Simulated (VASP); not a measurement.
Ir: single point with r2SCAN

The system is Ir.

```
Ir
1.0
     0.00000    1.92218    1.92218
     1.92218    0.00000    1.92218
     1.92218    1.92218    0.00000
Ir
1
Direct
  0.00000 0.00000 0.00000
```

- Program: VASP 6.6.1
- Task: single point
- Functional: r2SCAN
- Potentials or basis: VASP PAW PBE potentials, release 64 (Ir)
- Cutoff: 520 eV
- k mesh: 18 × 18 × 18
- Occupations: gaussian, width 0.05 eV
- Spin: no spin polarisation
- Dipole correction: no
- Further INCAR settings: ALGO = Normal; EDIFF = 1e-06; NBANDS = 10

| Property | Result |
| --- | --- |
| Pressure | 2.4 GPa |

Levels at points of the mesh, in eV from the Fermi level:
```
           k point  band 2  band 3  band 4  band 5  band 6  band 7
(0.00, 0.00, 0.00)   -4.02   -4.02   -4.02   -1.33   -1.33   15.06
(0.50, 0.00, 0.00)   -4.18   -4.18   -0.74    0.88    0.88    7.57
(0.50, 0.50, 0.00)   -7.63    0.78    1.51    1.51    1.73   10.97
```

Wall time 67 s on 1 thread of Intel(R) Xeon(R) Platinum 8488C (Sapphire Rapids), on a shared host, peak memory 0.15 GiB.

Caveat: the PAW data sets were made with another functional, which shifts forces and pressure a little; spin-orbit coupling is left out, which moves the levels of the heavy elements.
